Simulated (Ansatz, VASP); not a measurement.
**SrInH3 in VASP and in Ansatz**

Contents of INCAR:

```
SYSTEM = SrInH3
ALGO     = Normal         ! electronic algorithm
EDIFF    = 1E-6           ! SCF threshold, eV
ENCUT    = 520            ! plane-wave cutoff, eV
GGA      = PE             ! functional
ISIF     = 2              ! what is computed and relaxed
ISMEAR   = 0              ! smearing method
LASPH    = .True.         ! aspherical terms in the spheres
LCHARG   = .False.        ! write CHGCAR
LREAL    = .False.        ! projectors in reciprocal space
LWAVE    = .False.        ! write WAVECAR
NBANDS   = 21             ! bands
NELM     = 80             ! most SCF steps
PREC     = Accurate       ! precision mode
SIGMA    = 0.1            ! smearing width, eV
```

Contents of KPOINTS:

```
k-points
0
Gamma
  4 4 4
  0 0 0
```

File POSCAR:

```
SrInH3
1.0
    4.3757568700      0.0000000000      0.0000000000
    0.0000000000      4.3757568700      0.0000000000
    0.0000000000      0.0000000000      4.3757568700
Sr In H
1 1 3
Direct
    0.5000000000      0.5000000000      0.5000000000
    0.0000000000      0.0000000000      0.0000000000
    0.5000000000      0.5000000000      0.0000000000
    0.5000000000      0.0000000000      0.5000000000
    0.0000000000      0.5000000000      0.5000000000
```

Input for Ansatz:

```yaml
crystal:
  lattice:
    - [4.37575687, 0.0, 0.0]
    - [0.0, 4.37575687, 0.0]
    - [0.0, 0.0, 4.37575687]
  atoms:
    - { symbol: Sr, position: [0.5, 0.5, 0.5] }
    - { symbol: In, position: [0.0, 0.0, 0.0] }
    - { symbol: H, position: [0.5, 0.5, 0.0] }
    - { symbol: H, position: [0.5, 0.0, 0.5] }
    - { symbol: H, position: [0.0, 0.5, 0.5] }
basis:
  ecutwfc: 420
kpoints:
  mp_grid: { grid: [4, 4, 4] }
hamiltonian:
  xc: pbe
scf:
  occupations: { method: gaussian, width: 0.1 }
  lower_state_search: "off"
output:
  forces: true
  stress: true
  eigenvalues: true
```

Change from the starting cell: species swapped into the Ca3TlN type (Pm-3m, No. 221).

Alike in both runs: task single point; functional PBE; k mesh 4 × 4 × 4; occupations gaussian, width 0.1 eV; no spin polarisation.

|  | VASP | Ansatz |
| --- | --- | --- |
| version | VASP 6.6.1 | Ansatz 0.2.0 |
| potentials or method | VASP PAW PBE potentials, release 64 (Sr_sv, In_d, H), cutoff 520 eV | scalar-relativistic, plane waves, PAW |
| valence electrons in the cell | 26 | 26 |

```csv
,VASP,Ansatz,Ansatz less VASP
gap on the k mesh at the Fermi level (eV),none,none,-
pressure (GPa),5.1,5.0,-0.07
```

A gap of «none» marks a metal or a gap that the smearing closes.
